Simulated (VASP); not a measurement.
# Sc3Al5N8 (Cm) in VASP: notebook, part 3 of 3

VASP 6.6.1. Earlier steps stand in the parts before.

## (5) Single point, PBE

This run uses another cell than the first one, of 12.06 Å³/atom.

INCAR reads:

```
SYSTEM = Sc3Al5N8
PREC = Accurate
ENCUT = 520
EDIFF = 1E-6
ISMEAR = 0
SIGMA = 0.01
LREAL = Auto
LASPH = .True.
NELM = 80
ALGO = Normal
ISIF = 2
LWAVE = .False.
LCHARG = .False.
GGA = PE
NBANDS = 110
```

KPOINTS reads:

```
regular mesh
0
Gamma
  4 4 3
  0 0 0
```

POSCAR reads:

```
Sc3Al5N8
1.0
    6.5958102399     -0.0004187896     -0.0045474877
   -3.2982678024      5.7127674106      0.0000000000
   -0.0068878855     -0.0039767225     10.2408682081
Al Sc N
10 6 16
Direct
    0.3378386521      0.1681691688      0.7509167667
    0.1706305904      0.8353152952     -0.0119347023
    0.1675821171      0.8337910585      0.5100061607
    0.3378386521      0.6696694833      0.7509167667
    0.6684695885      0.3298520267     -0.0036400405
    0.8290439164      0.1645219582      0.2498825414
    0.6623678125      0.3327422966      0.5033615124
    0.6684695885      0.8386175618     -0.0036400405
    0.6623678125      0.8296255159      0.5033615124
    0.8268769351      0.6634384675      0.7489301194
    0.1660843569      0.3330421784     -0.0088258778
    0.3372786444      0.1615329602      0.2457633580
    0.1677041313      0.3338520656      0.4996365170
    0.3372786444      0.6757456841      0.2457633580
    0.8235711047      0.1617855523      0.7435805623
    0.8376896017      0.6688448008      0.2438027410
    0.1499221756      0.3249610878      0.2009989304
    0.3396402562      0.1535416925      0.4514523280
    0.1822108317      0.3411054159      0.7078345753
    0.3470118922      0.1597998328      0.9389358436
    0.1667495809      0.8333747905      0.1725655029
    0.3396402562      0.6860985637      0.4514523280
    0.1646649139      0.8323324570      0.6988212893
    0.3470118922      0.6872120595      0.9389358436
    0.6793823837      0.3256123229      0.1830052843
    0.8104153536      0.1552076768      0.4450441061
    0.6553227749      0.3439175920      0.6898507118
    0.8157608464      0.1578804232      0.9433330606
    0.6793823837      0.8537700609      0.1830052843
    0.8350751350      0.6675375675      0.4528711654
    0.6553227749      0.8114051828      0.6898507118
    0.8313944004      0.6656972002      0.9401617800
```

Potentials or basis: VASP PAW PBE potentials, release 64 (Al, Sc_sv, N).

Started as:

```bash
cat potpaw_PBE.64/Al/POTCAR potpaw_PBE.64/Sc_sv/POTCAR potpaw_PBE.64/N/POTCAR > POTCAR
mpirun -np 1 vasp_std > vasp.out
```

OUTCAR:

```text
SYSTEM = Sc3Al5N8
   PREC = Accurate
   ENCUT = 520
   EDIFF = 1E-6
   ISMEAR = 0
   LREAL = Auto
   LASPH = .True.
   NELM = 80
   ISIF = 2
   GGA = PE

 ion  position               nearest neighbor table
   1  0.338  0.168  0.751-  27 1.92  20 1.93  19 1.93  23 1.99   2 3.09   3 3.12  11 3.12   5 3.14
                             7 3.14  13 3.21  15 3.23  10 3.25   4 3.29   4 3.31  10 3.35  15 3.37
   2  0.171  0.835  0.988-  21 1.89  24 1.92  20 1.92  32 2.00   1 3.09   4 3.09  10 3.14  12 3.23
                            14 3.23  16 3.24   5 3.27   8 3.27  11 3.30  11 3.30   5 3.32   8 3.32
   3  0.168  0.834  0.510-  22 1.92  18 1.92  23 1.93  30 1.99   4 3.12   1 3.12  10 3.13   9 3.28
                             7 3.28  12 3.29  14 3.29  13 3.30  13 3.30  16 3.31   7 3.32   9 3.32
   4  0.338  0.670  0.751-  31 1.92  24 1.93  19 1.93  23 1.99   2 3.09   3 3.12  11 3.12   8 3.14
                             9 3.14  13 3.21  15 3.23  10 3.25   1 3.29   1 3.31  10 3.35  15 3.37
   5  0.668  0.330  0.996-  28 1.91  25 1.91  20 1.93  32 2.00   1 3.14  10 3.17  12 3.18  15 3.18
                            16 3.19   6 3.19   8 3.24  11 3.27   2 3.27   2 3.32  11 3.32   8 3.36
   6  0.829  0.165  0.250-  17 1.90  29 1.90  25 1.90  26 2.00   8 3.19   5 3.19  13 3.20   9 3.23
                             7 3.23  12 3.23  14 3.23  11 3.28  16 3.30  16 3.30  14 3.36  12 3.36
   7  0.662  0.333  0.503-  27 1.91  18 1.92  26 1.96  30 1.98  15 3.11   1 3.14  10 3.14  12 3.22
                             6 3.23  13 3.27   9 3.28   3 3.28  16 3.28   9 3.32   3 3.32  13 3.33
   8  0.668  0.839  0.996-  28 1.91  29 1.91  24 1.93  32 2.00   4 3.14  10 3.17  14 3.18  15 3.18
                            16 3.19   6 3.19   5 3.24  11 3.27   2 3.27   2 3.32  11 3.32   5 3.36
   9  0.662  0.830  0.503-  31 1.91  22 1.92  26 1.96  30 1.98  15 3.11   4 3.14  10 3.14  14 3.22
[... 17 lines left out ...]
  19  0.182  0.341  0.708-   4 1.93   1 1.93  15 2.08  13 2.13
  20  0.347  0.160  0.939-   2 1.92   1 1.93   5 1.93  11 2.09
  21  0.167  0.833  0.173-   2 1.89  16 2.02  12 2.02  14 2.02
  22  0.340  0.686  0.451-   9 1.92   3 1.92  13 2.07  14 2.11
[... 8 lines left out ...]
  31  0.655  0.811  0.690-   9 1.91   4 1.92  10 1.92  15 2.08
  32  0.831  0.666  0.940-  10 1.96   2 2.00   5 2.00   8 2.00

  LATTYP: Found a base centered monoclinic cell.
 ALAT       =    11.4238632834
 B/A-ratio  =     0.5774347470
 C/A-ratio  =     0.8964455406
 COS(beta)  =    -0.0015727754

  Lattice vectors:

 A1 = (   6.5958102399,  -0.0004187896,  -0.0045474877)
 A2 = (   3.2975424375,   5.7123486210,  -0.0045474877)
 A3 = (  -0.0068878855,  -0.0039767225,  10.2408682081)

Analysis of symmetry for initial positions (statically):
=====================================================================
 Subroutine PRICEL returns:
 Original cell was already a primitive cell.

 Routine SETGRP: Setting up the symmetry group for a
 base centered monoclinic supercell.

 Subroutine GETGRP returns: Found  2 space group operations
 (whereof  1 operations were pure point group operations)
 out of a pool of  4 trial point group operations.

The static configuration has the point symmetry C_1 .
 The point group associated with its full space group is C_1h.

Analysis of symmetry for dynamics (positions and initial velocities):
=====================================================================
 Subroutine PRICEL returns:
 Original cell was already a primitive cell.

 Routine SETGRP: Setting up the symmetry group for a
 base centered monoclinic supercell.

 Subroutine GETGRP returns: Found  2 space group operations
 (whereof  1 operations were pure point group operations)
 out of a pool of  4 trial point group operations.

The dynamic configuration has the point symmetry C_1 .
 The point group associated with its full space group is C_1h.

 Subroutine INISYM returns: Found  2 space group operations
[... 138 lines left out ...]
   NGXF,Y,Z  is equivalent  to a cutoff of  25.20, 25.20, 25.97 a.u.
 SYSTEM =  Sc3Al5N8
   PREC   = accura    normal or accurate (medium, high low for compatibility)
   ISTART =      0    job   : 0-new  1-cont  2-samecut
   ICHARG =      2    charge: 1-file 2-atom 10-const
   ISPIN  =      1    spin polarized calculation?
   LNONCOLLINEAR =      F non collinear calculations
   LSORBIT =      F    spin-orbit coupling
   LASPH  =      T    aspherical Exc in radial PAW
   ENCUT  =  520.0 eV  38.22 Ry    6.18 a.u.  12.26 12.27 19.04*2*pi/ulx,y,z
   NELM   =     80;   NELMIN=  2; NELMDL= -5     # of ELM steps
   EDIFF  = 0.1E-05   stopping-criterion for ELM
   LREAL  =      T    real-space projection
   EDIFFG = 0.1E-04   stopping-criterion for IOM
   NSW    =      0    number of steps for IOM
   IBRION =     -1    ionic relax: 0-MD 1-quasi-New 2-CG
   NFREE  =      0    steps in history (QN), initial steepest desc. (CG)
   ISIF   =      2    stress and relaxation
   ISYM   =      2    0-nonsym 1-usesym 2-fastsym
   POTIM  = 0.5000    time-step for ionic-motion
   TEBEG  =    0.0;   TEEND  =   0.0 temperature during run
   PSTRESS=    0.0 pullay stress
   NELECT =     176.0000    total number of electrons
   NUPDOWN=      -1.0000    fix difference up-down
   EMIN   =  10.00;   EMAX   =-10.00  energy-range for DOS
   EFERMI =   0.00;   METHOD = LEGACY
   ISMEAR =     0;   SIGMA  =   0.01  broadening in eV -4-tet -1-fermi 0-gaus
   EFERMI_NEDOS =   21; number of points for ismear=-14 and -15
   IALGO  =     38    algorithm
   IMIX   =      4    mixing-type and parameters
     AMIX     =   0.40;   BMIX     =  1.00
     AMIX_MAG =   1.60;   BMIX_MAG =  1.00
  volume/ion in A,a.u.               =      12.06        81.37
  Fermi-wavevector in a.u.,A,eV,Ry     =   1.260184  2.381402 21.606918  1.588064
  Thomas-Fermi vector in A             =   2.393706
   LORBIT       =      0    0 simple, 1 ext, 2 COOP (PROOUT), +10 PAW based schemes
   GGA     = PE    functional components
   LHFCALC =     F    Hartree Fock is set to
   AEXX    =    0.0000 exact exchange contribution
   IVDW    =     0    specifies the selected vdW correction
   LEPSILON=     F    determine dielectric tensor
   LRPA    =     F    only Hartree local field effects (RPA)
 non-spin polarized calculation
 Gauss-broadening in eV      SIGMA  =   0.01
  energy-cutoff  :      520.00
  volume of cell :      385.86
 maximum number of plane-waves:     10411
 NGX is ok and might be reduce to    50
   NGX = 25   NGY = 25   NGZ = 39

 number of electron     175.9999995 magnetization

 Free energy of the ion-electron system (eV)
  ---------------------------------------------------
  ext. energy  EPLUGINS =         0.00000000
  ---------------------------------------------------
  free energy    TOTEN  =      -253.77921767 eV

  energy without entropy =     -253.77921767  energy(sigma->0) =     -253.77921767

 E-fermi :   4.4754     XC(G=0): -10.6713

 val. band max:        4.4026201453   @ k =   0.2500   0.5000   0.0000
 cond. band min:       7.7949253886   @ k =   0.0000   0.0000   0.0000
 fundamental gap:      3.3923052433
 Fermi energy:         4.4753803296

 k-point     1 :       0.0000    0.0000    0.0000
  band No.  band energies     occupation
      1     -42.6046      2.00000
      2     -42.5975      2.00000
      3     -42.3513      2.00000
      4     -42.3504      2.00000
      5     -42.2966      2.00000
      6     -42.2781      2.00000
[... 1740 lines left out ...]
     99       9.3714      0.00000
    100       9.5277      0.00000
 [bands above 100 left out]

------------------------ aborting loop because EDIFF is reached ----------------------------------------

  FORCE on cell =-STRESS in cart. coord.  units (eV):
  Direction    XX          YY          ZZ          XY          YZ          ZX
  --------------------------------------------------------------------------------------
  -------------------------------------------------------------------------------------
  Total       -0.9271596     -0.9292012     -1.7599479      0.0017681     -0.0020376     -0.0035306
  in kB       -3.8497259     -3.8582029     -7.3076056      0.0073413     -0.0084606     -0.0146599
  external PRESSURE =      -5.0051781 kB  Pullay stress =       0.0000000 kB

 VOLUME and BASIS-vectors are now :
 -----------------------------------------------------------------------------
  energy-cutoff  :      520.00
  volume of cell :      385.86
      direct lattice vectors                 reciprocal lattice vectors
     6.595810240 -0.000418790 -0.004547488     0.151617048  0.087536143  0.000135968
    -3.298267802  5.712767411  0.000000000     0.000011162  0.175052955  0.000067984
    -0.006887885 -0.003976722 10.240868208     0.000067326  0.000038871  0.097648031

 POSITION                                       TOTAL-FORCE (eV/Angst)
 -----------------------------------------------------------------------------------
      1.66848      0.95758      7.68850        -0.003099     -0.001869      0.004199
     -1.63645      4.76796     10.11787         0.001856      0.001072      0.002362
     -1.64824      4.76116      5.22214         0.002301      0.001328     -0.003650
      0.01440      3.82254      7.68850        -0.003168     -0.001749      0.004199
      3.31430      1.88013     10.20055        -0.004318      0.000545      0.001906
      4.92386      0.93853      2.55524        -0.001366     -0.000789      0.000093
[... 24 lines left out ...]
      1.64140      4.63235      7.06169         0.002209     -0.060206     -0.013933
      3.28160      3.79889      9.62429         0.003352      0.001936     -0.005301
 -----------------------------------------------------------------------------------
    total drift:                               -0.004631     -0.002677      0.003244

  FREE ENERGIE OF THE ION-ELECTRON SYSTEM (eV)
  ---------------------------------------------------
  free  energy   TOTEN  =      -253.7792176659 eV

  energy  without entropy=     -253.7792176659  energy(sigma->0) =     -253.77921767
```

Run time: 28 min. Hardware: 1 thread of Oxide Virtual Turin-like, shared host; peak memory 0.7 GiB.

What came out:

```yaml
Free_energy: -253.7792 eV
Pressure: -0.5 GPa
Largest_force: 0.082 eV/Å
Band_gap_on_the_k_mesh: 3.39 eV (least direct gap 3.45 eV)
```

Forces on the atoms (eV/Å):
```
Al  -0.003 -0.002  0.004
Al   0.002  0.001  0.002
Al   0.002  0.001 -0.004
Al  -0.003 -0.002  0.004
Al  -0.004  0.001  0.002
Al  -0.001 -0.001  0.000
Al   0.003 -0.004  0.001
Al  -0.002 -0.004  0.002
Al  -0.002  0.005  0.001
Al  -0.001  0.000  0.002
Sc   0.010  0.006  0.003
Sc   0.002  0.013  0.012
Sc  -0.008 -0.005 -0.005
Sc   0.013 -0.005  0.012
Sc   0.001  0.000 -0.019
Sc  -0.012 -0.007  0.020
N   -0.063 -0.036  0.011
N    0.053 -0.031  0.041
N    0.053  0.031  0.032
N    0.048 -0.028 -0.019
N   -0.004 -0.002 -0.082
N   -0.001  0.061  0.041
N    0.000  0.000 -0.003
N    0.000  0.056 -0.019
N    0.059 -0.031 -0.043
N   -0.043 -0.025 -0.019
N   -0.051  0.032 -0.014
N   -0.055 -0.032  0.043
N    0.002  0.066 -0.043
N    0.000  0.000  0.054
N    0.002 -0.060 -0.014
N    0.003  0.002 -0.005
```

Stress tensor (GPa, compression positive):
```
-0.38  0.00  0.00
 0.00 -0.39  0.00
 0.00  0.00 -0.73
```

Levels at points of the mesh, in eV from the valence-band top:
| k point | band 84 | band 85 | band 86 | band 87 | band 88 | band 89 | band 90 | band 91 | band 92 | band 93 |
| --- | --- | --- | --- | --- | --- | --- | --- | --- | --- | --- |
| (0.00, 0.00, 0.00) | -0.21 | -0.17 | -0.15 | -0.08 | -0.06 | 3.39 | 3.70 | 3.88 | 3.93 | 4.09 |
| (0.50, 0.00, 0.00) | -0.22 | -0.19 | -0.18 | -0.11 | -0.04 | 3.82 | 3.94 | 4.05 | 4.20 | 4.39 |
| (0.00, 0.50, 0.00) | -0.23 | -0.21 | -0.14 | -0.06 | -0.02 | 3.74 | 3.95 | 4.09 | 4.21 | 4.31 |

A k mesh can miss the band edges.

## (6) Summary

```tsv
cell	gap on the mesh (eV)	pressure (GPa)	largest force (eV/Å)
a = 6.596, b = 6.597, c = 10.190 Å, angles 90.0, 90.1, 120.0°, 32 atoms, atomic positions A	3.40	0.2	0.08
a = 6.629, b = 6.630, c = 10.190 Å, angles 90.0, 90.1, 120.0°, 32 atoms, atomic positions B	3.35	-1.5	0.08
a = 6.596, b = 6.597, c = 10.241 Å, angles 90.0, 90.1, 120.0°, 32 atoms, atomic positions C	3.39	-0.5	0.08
```

Alike in all rows: task single point; level PBE; potentials or basis VASP PAW PBE potentials, release 64 (Al, Sc_sv, N); no spin polarisation; k mesh 4 × 4 × 3; cutoff (eV) 520; smearing gaussian 0.01 eV.

Total energies depend on the potentials used, so only differences within one code and one set of settings carry meaning.
